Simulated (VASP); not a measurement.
# Fe in VASP: notebook

The runs below take Fe through single point, with PBE+U, revPBE+U.

Program: VASP 6.6.1. These are calculated values, not measurements. Logs are shortened: lines on timing, memory, paths and dates and some standing lists are left out, and cuts for length are marked.

## (1) The cell of the first run

The structure is cubic, space group Im-3m (No. 229). Conventional cell: a = 2.886 Å, b = 2.886 Å, c = 2.886 Å, α = 90.00°, β = 90.00°, γ = 90.00°. Within 3.3 Å of Fe (site symmetry m-3m) lie 14 Fe at 2.50 to 2.89 Å.

## (2) Single point, PBE+U, collinear spin, ferromagnetic start

The input, POSCAR:

```
Fe
1.0
   -1.4430000000      1.4430000000      1.4430000000
    1.4430000000     -1.4430000000      1.4430000000
    1.4430000000      1.4430000000     -1.4430000000
Fe
1
Direct
    0.0000000000      0.0000000000      0.0000000000
```

The input, INCAR.step1:

```
SYSTEM = Fe
ALGO     = Normal         ! electronic algorithm
EDIFF    = 1E-6           ! SCF threshold, eV
ENCUT    = 310            ! plane-wave cutoff, eV
GGA      = PE             ! functional
GGA_COMPAT= .FALSE.      
ISMEAR   = 1              ! smearing method
ISPIN    = 2              ! spin polarisation
LASPH    = .TRUE.         ! aspherical terms in the spheres
LCHARG   = .TRUE.         ! write CHGCAR
LDAU     = .TRUE.         ! DFT+U
LDAUJ    = 0            
LDAUL    = 2              ! shell
LDAUTYPE = 2            
LDAUU    = 3              ! U, eV
LMAXMIX  = 4              ! l up to which the mixer works
LORBIT   = 11             ! projections on sites
LREAL    = .FALSE.        ! projectors in reciprocal space
LWAVE    = .FALSE.        ! write WAVECAR
MAGMOM   = 3              ! initial moments
NBANDS   = 24             ! bands
NELM     = 200            ! most SCF steps
PREC     = Accurate       ! precision mode
SIGMA    = 0.1            ! smearing width, eV
```

The input, KPOINTS.step1:

```
k-points
0
Gamma
  14 14 14
```

The input, INCAR.step2:

```
SYSTEM = Fe
ALGO     = Normal         ! electronic algorithm
EDIFF    = 1E-6           ! SCF threshold, eV
EMAX     = 13.5182      
EMIN     = -11.4818     
ENCUT    = 310            ! plane-wave cutoff, eV
GGA      = PE             ! functional
GGA_COMPAT= .FALSE.      
ICHARG   = 11             ! starting density
ISMEAR   = -5             ! smearing method
ISPIN    = 2              ! spin polarisation
LASPH    = .TRUE.         ! aspherical terms in the spheres
LCHARG   = .FALSE.        ! write CHGCAR
LDAU     = .TRUE.         ! DFT+U
LDAUJ    = 0            
LDAUL    = 2              ! shell
LDAUTYPE = 2            
LDAUU    = 3              ! U, eV
LMAXMIX  = 4              ! l up to which the mixer works
LORBIT   = 11             ! projections on sites
LREAL    = .FALSE.        ! projectors in reciprocal space
LWAVE    = .FALSE.        ! write WAVECAR
MAGMOM   = 3              ! initial moments
NBANDS   = 24             ! bands
NEDOS    = 2001           ! points of the DOS
NELM     = 200            ! most SCF steps
PREC     = Accurate       ! precision mode
```

The input, KPOINTS.step2:

```
Automatic mesh
0
Gamma
  18 18 18
  0 0 0
```

Potentials or basis: VASP PAW PBE potentials, release 64 (Fe).

Started as:

```console
$ cat potpaw_PBE.64/Fe/POTCAR > POTCAR
$ cp INCAR.step1 INCAR
$ cp KPOINTS.step1 KPOINTS
$ mpirun -np 1 vasp_std > vasp.out
$ cp INCAR.step2 INCAR
$ cp KPOINTS.step2 KPOINTS
$ mpirun -np 1 vasp_std > vasp.out
```

OUTCAR:

```text
SYSTEM = Fe
   EDIFF = 1E-6
   EMIN = -11.4818
   ENCUT = 310
   GGA = PE
   ICHARG = 11
   ISMEAR = -5
   ISPIN = 2
   LASPH = .TRUE.
   LORBIT = 11
   LREAL = .FALSE.
   NELM = 200
   PREC = Accurate

 Found    195 irreducible k-points:

 Following reciprocal coordinates:
            Coordinates               Weight
  0.000000  0.000000  0.000000      1.000000
  0.055556  0.000000  0.000000     12.000000
  0.111111  0.000000  0.000000     12.000000
  0.166667  0.000000  0.000000     12.000000
  0.222222  0.000000  0.000000     12.000000
  0.277778  0.000000  0.000000     12.000000
   k-points           NKPTS =    195   k-points in BZ     NKDIM =    195   number of bands    NBANDS=     24
   number of dos      NEDOS =   2001   number of ions     NIONS =      1
   total plane-waves  NPLWV =   2744
   dimension x,y,z NGX =    14 NGY =   14 NGZ =   14
   dimension x,y,z NGXF=    28 NGYF=   28 NGZF=   28
   ions per type =               1
   NGX,Y,Z   is equivalent  to a cutoff of   9.31,  9.31,  9.31 a.u.
   NGXF,Y,Z  is equivalent  to a cutoff of  18.62, 18.62, 18.62 a.u.
 SYSTEM =  Fe
   PREC   = accura    normal or accurate (medium, high low for compatibility)
   ISTART =      0    job   : 0-new  1-cont  2-samecut
   ICHARG =     11    charge: 1-file 2-atom 10-const
   ISPIN  =      2    spin polarized calculation?
   LNONCOLLINEAR =      F non collinear calculations
   LSORBIT =      F    spin-orbit coupling
   LASPH  =      T    aspherical Exc in radial PAW
   ENCUT  =  310.0 eV  22.78 Ry    4.77 a.u.   3.59  3.59  3.59*2*pi/ulx,y,z
   NELM   =    200;   NELMIN=  2; NELMDL=  0     # of ELM steps
   EDIFF  = 0.1E-05   stopping-criterion for ELM
   LREAL  =      F    real-space projection
   EDIFFG = 0.1E-04   stopping-criterion for IOM
   NSW    =      0    number of steps for IOM
   IBRION =     -1    ionic relax: 0-MD 1-quasi-New 2-CG
   NFREE  =      0    steps in history (QN), initial steepest desc. (CG)
   ISIF   =      2    stress and relaxation
   ISYM   =      2    0-nonsym 1-usesym 2-fastsym
   POTIM  = 0.5000    time-step for ionic-motion
   TEBEG  =    0.0;   TEEND  =   0.0 temperature during run

   SCALEE = 1.0000    scale energy and forces
   PSTRESS=    0.0 pullay stress
   NELECT =       8.0000    total number of electrons
   NUPDOWN=      -1.0000    fix difference up-down
   EMIN   = -11.48;   EMAX   = 13.52  energy-range for DOS
   EFERMI =   0.00;   METHOD = LEGACY
   ISMEAR =    -5;   SIGMA  =   0.20  broadening in eV -4-tet -1-fermi 0-gaus
   EFERMI_NEDOS =   21; number of points for ismear=-14 and -15
   IALGO  =     38    algorithm
   IMIX   =      4    mixing-type and parameters
     AMIX     =   0.40;   BMIX     =  1.00
     AMIX_MAG =   1.60;   BMIX_MAG =  1.00
  volume/ion in A,a.u.               =      12.02        81.11
  Fermi-wavevector in a.u.,A,eV,Ry     =   1.429394  2.701162 27.798962  2.043166
  Thomas-Fermi vector in A             =   2.549352
   LORBIT       =     11    0 simple, 1 ext, 2 COOP (PROOUT), +10 PAW based schemes
 LDA+U is selected, type is set to LDAUTYPE =  2
   angular momentum for each species LDAUL =     2
   U (eV)           for each species LDAUU =   3.0
   J (eV)           for each species LDAUJ =   0.0
   GGA     = PE    functional components
   LHFCALC =     F    Hartree Fock is set to
   AEXX    =    0.0000 exact exchange contribution
   IVDW    =     0    specifies the selected vdW correction
   LEPSILON=     F    determine dielectric tensor
   LRPA    =     F    only Hartree local field effects (RPA)

   CSHIFT  =0.1000    complex shift for real part using Kramers Kronig

   OMEGAMAX=  -1.0    maximum frequency
 spin polarized calculation
 Fermi weights with tetrahedron method with Bloechl corrections
  energy-cutoff  :      310.00
  volume of cell :       12.02
 maximum number of plane-waves:       164

 number of electron       7.9999965 magnetization       2.7929227

 Free energy of the ion-electron system (eV)
  ---------------------------------------------------
  ext. energy  EPLUGINS =         0.00000000
  ---------------------------------------------------
  free energy    TOTEN  =        -5.90825351 eV

  energy without entropy =       -5.90825351  energy(sigma->0) =       -5.90825351

 E-fermi :   5.5152     XC(G=0): -12.7618

 val. band max:        5.5382451800   @ k =   0.4444   0.0556   0.0556
 cond. band min:       5.5198465771   @ k =   0.1667   0.0000   0.0000
 fundamental gap:     -0.0183986028
 Fermi energy:         5.5152342628

 spin component 1

 k-point     1 :       0.0000    0.0000    0.0000
  band No.  band energies     occupation
      1      -2.7783      1.00000
      2       1.6891      1.00000
      3       1.6891      1.00000
      4       1.6891      1.00000
      5       2.8474      1.00000
      6       2.8474      1.00000
[... 8 lines left out ...]
     15      36.4911      0.00000
     16      36.4911      0.00000

 k-point     2 :       0.0556    0.0000    0.0000
  band No.  band energies     occupation
      1      -2.6558      1.00000
      2       1.6589      1.00000
      3       1.6902      1.00000
      4       1.7535      1.00000
      5       2.8175      1.00000
      6       2.8498      1.00000
[... 8 lines left out ...]
     15      37.3051      0.00000
     16      37.6064      0.00000

 k-point     3 :       0.1111    0.0000    0.0000
  band No.  band energies     occupation
      1      -2.2983      1.00000
      2       1.5726      1.00000
      3       1.6883      1.00000
      4       1.9414      1.00000
      5       2.7470      1.00000
      6       2.8573      1.00000
[... 8 lines left out ...]
     15      39.0244      0.00000
     16      39.4908      0.00000

 k-point     4 :       0.1667    0.0000    0.0000
  band No.  band energies     occupation
      1      -1.7424      1.00000
      2       1.4420      1.00000
      3       1.6823      1.00000
      4       2.2368      1.00000
      5       2.6839      1.00000
      6       2.8708      1.00000
[... 8 lines left out ...]
     15      41.1045      0.00000
     16      41.5527      0.00000

 k-point     5 :       0.2222    0.0000    0.0000
  band No.  band energies     occupation
      1      -1.0833      1.00000
      2       1.2846      1.00000
      3       1.7339      1.00000
      4       2.6127      1.00000
      5       2.6725      1.00000
      6       2.8908      1.00000
[... 8 lines left out ...]
     15      43.4138      0.00000
     16      43.7743      0.00000

 k-point     6 :       0.2778    0.0000    0.0000
  band No.  band energies     occupation
      1      -0.5353      1.00000
      2       1.1202      1.00000
      3       2.0508      1.00000
      4       2.7226      1.00000
      5       2.9165      1.00000
      6       3.0311      1.00000
[... 8 lines left out ...]
     15      45.8505      0.00000
     16      46.1168      0.00000

 [... further k-points ...]

 spin component 2

 k-point     1 :       0.0000    0.0000    0.0000
  band No.  band energies     occupation
      1      -2.7126      1.00000
      2       5.8589      0.00000
      3       5.8590      0.00000
      4       5.8590      0.00000
      5       8.2180      0.00000
      6       8.2181      0.00000
[... 8 lines left out ...]
     15      37.8859      0.00000
     16      37.8859      0.00000

 k-point     2 :       0.0556    0.0000    0.0000
  band No.  band energies     occupation
      1      -2.5894      1.00000
      2       5.8171      0.00000
      3       5.8498      0.00000
      4       5.9297      0.00000
      5       8.1705      0.00000
      6       8.2211      0.00000
[... 8 lines left out ...]
     15      38.9990      0.00000
     16      39.9653      0.00000

 k-point     3 :       0.1111    0.0000    0.0000
  band No.  band energies     occupation
      1      -2.2250      1.00000
      2       5.6981     -0.01279
      3       5.8125      0.00000
      4       6.1372      0.00000
      5       8.0509      0.00000
      6       8.2314      0.00000
[... 8 lines left out ...]
     15      41.0806      0.00000
     16      42.1020      0.00000

 k-point     4 :       0.1667    0.0000    0.0000
  band No.  band energies     occupation
      1      -1.6359      1.00000
      2       5.5198      0.44540
      3       5.7256     -0.01097
      4       6.4675      0.00000
      5       7.9181      0.00000
      6       8.2518      0.00000
[... 8 lines left out ...]
     15      43.4535      0.00000
     16      44.2774      0.00000

 k-point     5 :       0.2222    0.0000    0.0000
  band No.  band energies     occupation
      1      -0.8542      1.00000
      2       5.3075      1.03425
      3       5.5799      0.18620
      4       6.8953      0.00000
      5       7.8333      0.00000
      6       8.2851      0.00000
[... 8 lines left out ...]
     15      45.9743      0.00000
     16      46.5124      0.00000

 k-point     6 :       0.2778    0.0000    0.0000
  band No.  band energies     occupation
      1       0.0631      1.00000
      2       5.0887      1.00000
      3       5.4127      1.00973
      4       7.3831      0.00000
      5       7.8199      0.00000
      6       8.3310      0.00000
[... 8 lines left out ...]
     15      48.5603      0.00000
     16      48.7994      0.00000

 [... further k-points ...]

 [bands above 16 left out]

------------------------ aborting loop because EDIFF is reached ----------------------------------------

  FORCE on cell =-STRESS in cart. coord.  units (eV):
  Direction    XX          YY          ZZ          XY          YZ          ZX
  --------------------------------------------------------------------------------------
  -------------------------------------------------------------------------------------
  Total        0.2427505      0.2427505      0.2427505     -0.0000000     -0.0000000     -0.0000000
  in kB       32.3602362     32.3602362     32.3602362     -0.0000000     -0.0000000     -0.0000000
  external PRESSURE =      32.3602362 kB  Pullay stress =       0.0000000 kB

 VOLUME and BASIS-vectors are now :
 -----------------------------------------------------------------------------
  energy-cutoff  :      310.00
  volume of cell :       12.02
      direct lattice vectors                 reciprocal lattice vectors
    -1.443000000  1.443000000  1.443000000     0.000000000  0.346500347  0.346500347
     1.443000000 -1.443000000  1.443000000     0.346500347  0.000000000  0.346500347
     1.443000000  1.443000000 -1.443000000     0.346500347  0.346500347  0.000000000

 POSITION                                       TOTAL-FORCE (eV/Angst)
 -----------------------------------------------------------------------------------
      0.00000      0.00000      0.00000        -0.000000     -0.000000      0.000000
 -----------------------------------------------------------------------------------
    total drift:                               -0.000000     -0.000000     -0.000000

  FREE ENERGIE OF THE ION-ELECTRON SYSTEM (eV)
  ---------------------------------------------------
  free  energy   TOTEN  =        -5.9082535113 eV

  energy  without entropy=       -5.9082535113  energy(sigma->0) =       -5.90825351

 total charge

# of ion       s       p       d       tot
------------------------------------------
    1        0.472   0.506   6.196   7.174

 magnetization (x)

# of ion       s       p       d       tot
------------------------------------------
    1       -0.026  -0.111   2.988   2.852
```

Run time: 54 s. Hardware: 1 thread of Intel Xeon Platinum 8259CL at 2.50GHz (Skylake/Cascade Lake), shared host; peak memory 0.19 GiB.

Results:

```
Net moment                                            : 2.79 μB per cell
Site moments                                          : Fe +2.85 μB
Valence electrons inside the program's atomic spheres : Fe 7.17
Density of states at the Fermi level                  : 1.02 states/eV/atom
```

Caveat: the cutoff is under 1.25 times the usual one of these potentials, so pressure, stress and relaxed cells hold a basis-set (Pulay) error; the U is typed as a test and isn't derived for this compound; tetrahedron occupations give inexact forces and stress in metals. The state reached can hang on the start; a lower one may exist.

(Part 1 of 2 ends here.)
